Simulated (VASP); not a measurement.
# AlNi3 in VASP: a series of runs, part 3 of 3

VASP 6.6.1. Earlier steps stand in the parts before.

## 6. Single point, r2SCAN, collinear spin, ferromagnetic start (11.59 Å³/atom)

This run uses another cell than the first one, of 11.59 Å³/atom.

Contents of POSCAR:

```
AlNi3
1.0
    3.5921517734      0.0000000000      0.0000000000
    0.0000000000      3.5921517734      0.0000000000
    0.0000000000      0.0000000000      3.5921517734
Ni Al
3 1
Direct
    0.5000000000      0.5000000000      0.0000000000
    0.5000000000      0.0000000000      0.5000000000
    0.0000000000      0.5000000000      0.5000000000
    0.0000000000      0.0000000000      0.0000000000
```

Contents of INCAR.step1:

```
PREC = Accurate
ENCUT = 660
ISMEAR = -1
SIGMA = 0.05
LREAL = F
LASPH = T
NELM = 200
ISPIN = 2
MAGMOM = 1 1 1 0
LMAXMIX = 4
NBANDS = 28
GGA = PE
ALGO = Normal
EDIFF = 1E-5
LWAVE = T
LCHARG = F
GGA_COMPAT = F
```

Contents of INCAR.step2:

```
PREC = Accurate
ENCUT = 660
EDIFF = 1E-6
ISMEAR = -1
SIGMA = 0.05
LREAL = F
LASPH = T
NELM = 200
ALGO = Normal
ISIF = 2
LWAVE = F
LCHARG = F
ISPIN = 2
MAGMOM = 1 1 1 0
LORBIT = 11
LMAXMIX = 4
METAGGA = R2SCAN
LMIXTAU = T
NBANDS = 28
ISTART = 1
GGA_COMPAT = F
```

Contents of KPOINTS:

```
regular mesh
0
Gamma
  8 8 8
```

Potentials or basis: VASP PAW PBE potentials, release 64 (Ni, Al).

Launch:

```sh
> cat potpaw_PBE.64/Ni/POTCAR potpaw_PBE.64/Al/POTCAR > POTCAR
> cp INCAR.step1 INCAR
> mpirun -np 1 vasp_std > vasp.out
> cp INCAR.step2 INCAR
> mpirun -np 1 vasp_std > vasp.out
```

OUTCAR:

```text
PREC = Accurate
   ENCUT = 660
   EDIFF = 1E-6
   ISMEAR = -1
   LREAL = F
   LASPH = T
   NELM = 200
   ISIF = 2
   ISPIN = 2
   LORBIT = 11
   METAGGA = R2SCAN
   ISTART = 1

 ion  position               nearest neighbor table
   1  0.500  0.500  0.000-   2 2.54   3 2.54   4 2.54   2 2.54   3 2.54   2 2.54   4 2.54   2 2.54
                             3 2.54   4 2.54   3 2.54   4 2.54
   2  0.500  0.000  0.500-   1 2.54   3 2.54   4 2.54   1 2.54   4 2.54   1 2.54   3 2.54   1 2.54
                             3 2.54   4 2.54   4 2.54   3 2.54
   3  0.000  0.500  0.500-   1 2.54   2 2.54   4 2.54   1 2.54   4 2.54   2 2.54   4 2.54   4 2.54
                             1 2.54   2 2.54   1 2.54   2 2.54
   4  0.000  0.000  0.000-   1 2.54   2 2.54   3 2.54   2 2.54   3 2.54   1 2.54   3 2.54   3 2.54
                             1 2.54   2 2.54   2 2.54   1 2.54

  LATTYP: Found a simple cubic cell.
 ALAT       =     3.5921517734

  Lattice vectors:

 A1 = (   3.5921517734,   0.0000000000,   0.0000000000)
 A2 = (   0.0000000000,   3.5921517734,   0.0000000000)
 A3 = (   0.0000000000,   0.0000000000,   3.5921517734)

Analysis of symmetry for initial positions (statically):
=====================================================================
 Subroutine PRICEL returns:
 Original cell was already a primitive cell.

 Routine SETGRP: Setting up the symmetry group for a
 simple cubic supercell.

 Subroutine GETGRP returns: Found 48 space group operations
 (whereof 48 operations were pure point group operations)
 out of a pool of 48 trial point group operations.

The static configuration has the point symmetry O_h .

Analysis of symmetry for dynamics (positions and initial velocities):
=====================================================================
 Subroutine PRICEL returns:
 Original cell was already a primitive cell.

 Routine SETGRP: Setting up the symmetry group for a
 simple cubic supercell.

 Subroutine GETGRP returns: Found 48 space group operations
 (whereof 48 operations were pure point group operations)
 out of a pool of 48 trial point group operations.

The dynamic configuration has the point symmetry O_h .

Analysis of structural, dynamic, and magnetic symmetry:
=====================================================================
 Subroutine PRICEL returns:
 Original cell was already a primitive cell.

 Routine SETGRP: Setting up the symmetry group for a
 simple cubic supercell.

 Subroutine GETGRP returns: Found 48 space group operations
 (whereof 48 operations were pure point group operations)
 out of a pool of 48 trial point group operations.

The overall configuration has the point symmetry O_h .

 Subroutine INISYM returns: Found 48 space group operations
 (whereof 48 operations are pure point group operations),
 and found     1 'primitive' translations

----------------------------------------------------------------------------------------

                                     Primitive cell

  volume of cell :      46.3515

  direct lattice vectors                    reciprocal lattice vectors
     3.592151773  0.000000000  0.000000000     0.278384674  0.000000000  0.000000000
     0.000000000  3.592151773  0.000000000     0.000000000  0.278384674  0.000000000
     0.000000000  0.000000000  3.592151773     0.000000000  0.000000000  0.278384674

  length of vectors
     3.592151773  3.592151773  3.592151773     0.278384674  0.278384674  0.278384674

[... 86 lines left out ...]
   EDIFFG = 0.1E-04   stopping-criterion for IOM
   NSW    =      0    number of steps for IOM
   IBRION =     -1    ionic relax: 0-MD 1-quasi-New 2-CG
   NFREE  =      0    steps in history (QN), initial steepest desc. (CG)
   ISIF   =      2    stress and relaxation
   ISYM   =      2    0-nonsym 1-usesym 2-fastsym
   POTIM  = 0.5000    time-step for ionic-motion
   TEBEG  =    0.0;   TEEND  =   0.0 temperature during run
   PSTRESS=    0.0 pullay stress
   NELECT =      33.0000    total number of electrons
   NUPDOWN=      -1.0000    fix difference up-down
   EMIN   =  10.00;   EMAX   =-10.00  energy-range for DOS
   EFERMI =   0.00;   METHOD = LEGACY
   ISMEAR =    -1;   SIGMA  =   0.05  broadening in eV -4-tet -1-fermi 0-gaus
   EFERMI_NEDOS =   21; number of points for ismear=-14 and -15
   IALGO  =     38    algorithm
   IMIX   =      4    mixing-type and parameters
     AMIX     =   0.40;   BMIX     =  1.00
     AMIX_MAG =   1.60;   BMIX_MAG =  1.00
  volume/ion in A,a.u.               =      11.59        78.20
  Fermi-wavevector in a.u.,A,eV,Ry     =   1.461812  2.762424 29.074205  2.136894
  Thomas-Fermi vector in A             =   2.578099
   LORBIT       =     11    0 simple, 1 ext, 2 COOP (PROOUT), +10 PAW based schemes
   METAGGA = R2SCAN    functional components
   LHFCALC =     F    Hartree Fock is set to
   AEXX    =    0.0000 exact exchange contribution
   IVDW    =     0    specifies the selected vdW correction
   LEPSILON=     F    determine dielectric tensor
   LRPA    =     F    only Hartree local field effects (RPA)
 spin polarized calculation
  energy-cutoff  :      660.00
  volume of cell :       46.35
 maximum number of plane-waves:      1806
   NGX = 15   NGY = 15   NGZ = 15

 number of electron      33.0000045 magnetization       0.8726307

 Free energy of the ion-electron system (eV)
  ---------------------------------------------------
  ext. energy  EPLUGINS =         0.00000000
  ---------------------------------------------------
  free energy    TOTEN  =       -44.23249458 eV

  energy without entropy =      -44.21243333  energy(sigma->0) =      -44.22246395

 E-fermi :   9.0537     XC(G=0): -13.5953

 val. band max:        9.0155494303   @ k =   0.0000   0.0000   0.0000
 cond. band min:       9.0560267720   @ k =   0.5000   0.3750   0.3750
 fundamental gap:      0.0404773417
 Fermi energy:         9.0537267997

 spin component 1

 k-point     1 :       0.0000    0.0000    0.0000
  band No.  band energies     occupation
      1      -1.2170      1.00000
      2       4.5912      1.00000
      3       5.2365      1.00000
      4       5.2365      1.00000
      5       5.5286      1.00000
      6       5.5286      1.00000
[... 733 lines left out ...]
     27      24.3152      0.00000
     28      24.3856      0.00000

 [... further k-points ...]

 spin component 2

 k-point     1 :       0.0000    0.0000    0.0000
  band No.  band energies     occupation
      1      -1.3936      1.00000
      2       4.6449      1.00000
      3       5.4845      1.00000
      4       5.4845      1.00000
      5       6.0767      1.00000
      6       6.0767      1.00000
[... 733 lines left out ...]
     27      24.2853      0.00000
     28      24.4152      0.00000

 [... further k-points ...]

------------------------ aborting loop because EDIFF is reached ----------------------------------------

  FORCE on cell =-STRESS in cart. coord.  units (eV):
  Direction    XX          YY          ZZ          XY          YZ          ZX
  --------------------------------------------------------------------------------------
  -------------------------------------------------------------------------------------
  Total       -2.8657020     -2.8657020     -2.8657020      0.0000000     -0.0000000      0.0000000
  in kB      -99.0552664    -99.0552664    -99.0552664      0.0000000     -0.0000000      0.0000000
  external PRESSURE =     -99.0552664 kB  Pullay stress =       0.0000000 kB

 VOLUME and BASIS-vectors are now :
 -----------------------------------------------------------------------------
  energy-cutoff  :      660.00
  volume of cell :       46.35
      direct lattice vectors                 reciprocal lattice vectors
     3.592151773  0.000000000  0.000000000     0.278384674  0.000000000  0.000000000
     0.000000000  3.592151773  0.000000000     0.000000000  0.278384674  0.000000000
     0.000000000  0.000000000  3.592151773     0.000000000  0.000000000  0.278384674

 POSITION                                       TOTAL-FORCE (eV/Angst)
 -----------------------------------------------------------------------------------
      1.79608      1.79608      0.00000         0.000000      0.000000      0.000000
      1.79608      0.00000      1.79608         0.000000      0.000000      0.000000
      0.00000      1.79608      1.79608         0.000000      0.000000      0.000000
      0.00000      0.00000      0.00000         0.000000      0.000000      0.000000
 -----------------------------------------------------------------------------------
    total drift:                                0.000000      0.000000     -0.000000

  FREE ENERGIE OF THE ION-ELECTRON SYSTEM (eV)
  ---------------------------------------------------
  free  energy   TOTEN  =       -44.2324945821 eV

  energy  without entropy=      -44.2124333273  energy(sigma->0) =      -44.22246395

 total charge

# of ion       s       p       d       tot
------------------------------------------
    1        0.495   0.519   8.366   9.380
    2        0.495   0.519   8.366   9.380
    3        0.495   0.519   8.366   9.380
    4        0.404   0.391   0.000   0.795
--------------------------------------------------
tot          1.889   1.948  25.097  28.934

 magnetization (x)

# of ion       s       p       d       tot
------------------------------------------
    1       -0.008  -0.027   0.370   0.335
    2       -0.008  -0.027   0.370   0.335
    3       -0.008  -0.027   0.370   0.335
    4       -0.002  -0.016   0.000  -0.018
--------------------------------------------------
tot         -0.026  -0.097   1.109   0.986
```

It took 6.9 min on 1 thread of Oxide Virtual Turin-like, shared host; peak memory 0.22 GiB.

Results:

| Property | Result |
| --- | --- |
| Free energy | -44.2325 eV |
| Pressure | -9.9 GPa |
| Net moment | 0.87 μB per cell |
| Site moments | Ni +0.34; Al -0.02 μB |
| Valence electrons inside the program's atomic spheres | Ni 9.38; Al 0.80 |

Caveat: the cell stands under tension; the PAW data sets were made with another functional, which shifts forces and pressure a little.

## 7. Relaxation of the atoms, PBE, collinear spin, ferromagnetic start

This run uses another cell than the first one, of 11.82 Å³/atom.

Contents of INCAR:

```
PREC     = Accurate       # precision mode
ENCUT    = 520            # plane-wave cutoff, eV
EDIFF    = 1E-6           # SCF threshold, eV
ISMEAR   = -1             # smearing method
SIGMA    = 0.05           # smearing width, eV
LREAL    = F              # projectors in reciprocal space
LASPH    = T              # aspherical terms in the spheres
NELM     = 150            # most SCF steps
ALGO     = Fast           # electronic algorithm
ISIF     = 2              # what is computed and relaxed
LWAVE    = F              # write WAVECAR
LCHARG   = F              # write CHGCAR
ISPIN    = 2              # spin polarisation
MAGMOM   = 1 1 1 0        # initial moments
LORBIT   = 11             # projections on sites
LMAXMIX  = 4              # l up to which the mixer works
GGA      = PE             # functional
IBRION   = 2              # ionic algorithm
NSW      = 60             # ionic steps
EDIFFG   = -0.01          # ionic threshold
KPAR     = 4
```

Contents of KPOINTS:

```
regular mesh
0
Gamma
  6 6 6
```

Contents of POSCAR:

```
AlNi3
1.0
    3.6639769158      0.0000000000      0.0000000000
    0.0000000000      3.6639769158      0.0000000000
    0.0000000000      0.0000000000      3.5230547267
Ni Al
3 1
Direct
    0.5000000000      0.5000000000      0.0000000000
    0.5000000000      0.0000000000      0.5000000000
    0.0000000000      0.5000000000      0.5000000000
    0.0000000000      0.0000000000      0.0000000000
```

Launch:

```sh
> cat potpaw_PBE.64/Ni/POTCAR potpaw_PBE.64/Al/POTCAR > POTCAR
> mpirun -np 4 vasp_std > vasp.out
```

It took 37 s on 4 MPI ranks of Oxide Virtual Turin-like, shared host; peak memory 0.18 GiB.

The run converged. Its results:

| Property | Result |
| --- | --- |
| Free energy | -21.8613 eV |
| Pressure after relaxing | -6.7 GPa |
| Net moment | 0.68 μB per cell |
| Site moments | Ni +0.26, +0.24 (each value once); Al -0.01 μB |
| Valence electrons inside the program's atomic spheres | Ni 9.30, 9.31 (each value once); Al 0.78 |

Stress tensor (GPa, compression positive):
```
-7.56  0.00  0.00
 0.00 -7.56  0.00
 0.00  0.00 -4.91
```

Final structure:
```xyz
4
Lattice="3.6640 0.0000 0.0000 0.0000 3.6640 0.0000 0.0000 0.0000 3.5231" Properties=species:S:1:pos:R:3 pbc="T T T"
Ni    1.8320    1.8320    0.0000
Ni    1.8320    0.0000    1.7615
Ni    0.0000    1.8320    1.7615
Al    0.0000    0.0000    0.0000
```

Levels at points of the mesh, in eV from the Fermi level:
Spin up:
```csv
k point,band 14,band 15,band 16,band 17,band 18,band 19,band 20,band 21
"(0.00, 0.00, 0.00)",-0.18,-0.06,-0.06,0.60,0.60,1.42,6.03,6.26
"(0.50, 0.00, 0.00)",-1.08,-0.99,-0.46,-0.06,4.91,5.17,5.56,5.88
"(0.50, 0.50, 0.00)",-1.16,-0.98,-0.97,-0.57,0.67,0.67,8.18,8.30
"(0.00, 0.00, 0.50)",-1.00,-0.96,-0.56,-0.18,5.30,5.30,5.31,5.31
"(0.50, 0.00, 0.50)",-1.07,-0.91,-0.88,-0.53,0.80,0.81,7.67,7.81
"(0.50, 0.50, 0.50)",-1.09,-0.92,-0.28,-0.28,-0.21,-0.08,3.07,3.73
```
Spin down:
```tsv
k point	band 12	band 13	band 14	band 15	band 16	band 17	band 18	band 19	band 20	band 21
(0.00, 0.00, 0.00)	-0.29	0.00	0.21	0.37	0.37	0.56	0.56	1.38	6.12	6.33
(0.50, 0.00, 0.00)	-1.01	-0.84	-0.79	-0.77	-0.27	0.37	4.96	5.21	5.61	5.91
(0.50, 0.50, 0.00)	-1.11	-1.07	-1.04	-0.79	-0.59	-0.42	0.94	0.94	8.14	8.33
(0.00, 0.00, 0.50)	-0.93	-0.93	-0.84	-0.74	-0.39	0.21	5.34	5.34	5.36	5.36
(0.50, 0.00, 0.50)	-1.04	-0.98	-0.94	-0.70	-0.52	-0.40	1.08	1.10	7.69	7.70
(0.50, 0.50, 0.50)	-1.08	-1.02	-0.91	-0.74	-0.10	0.07	0.07	0.16	3.16	3.92
```

## 8. The runs side by side

```csv
task,level,cell,k mesh,cutoff (eV),gap on the mesh (eV),pressure (GPa),moment (μB),relaxed volume (Å³/atom)
single point,PBEsol+D3(BJ),"a = 3.483 Å, 4 atoms",8 × 8 × 8,520,none,0.1,0.58,-
single point,PBE+D4,"a = 3.529 Å, 4 atoms",8 × 8 × 8,520,none,0.0,0.67,-
relaxation of cell and atoms,PBE+D4,"relaxed from a = 3.523 Å, 4 atoms",8 × 8 × 8,600,none,0.1,0.67,10.98
relaxation of cell and atoms,PBEsol+D3(BJ),"relaxed from a = 3.523 Å, 4 atoms",8 × 8 × 8,600,none,0.0,0.58,10.56
single point,r2SCAN,"a = 3.592 Å, 4 atoms",8 × 8 × 8,660,none,-9.9,0.87,-
relaxation of the atoms,PBE,"atoms relaxed from a = 3.664, b = 3.664, c = 3.523 Å, 4 atoms",6 × 6 × 6,520,none,-6.7,0.68,-
```

Alike in all rows: potentials or basis VASP PAW PBE potentials, release 64 (Ni, Al); spin collinear, ferromagnetic start; smearing fermi-dirac 0.05 eV.

Caveats: the PAW data sets were made with another functional, which shifts forces and pressure a little (at least some runs); the cell stands under tension (at least some runs).

Absolute energies hang on the potentials; compare differences alone.

The gap in the log of VASP goes by the Fermi energy; the results here count the filled bands.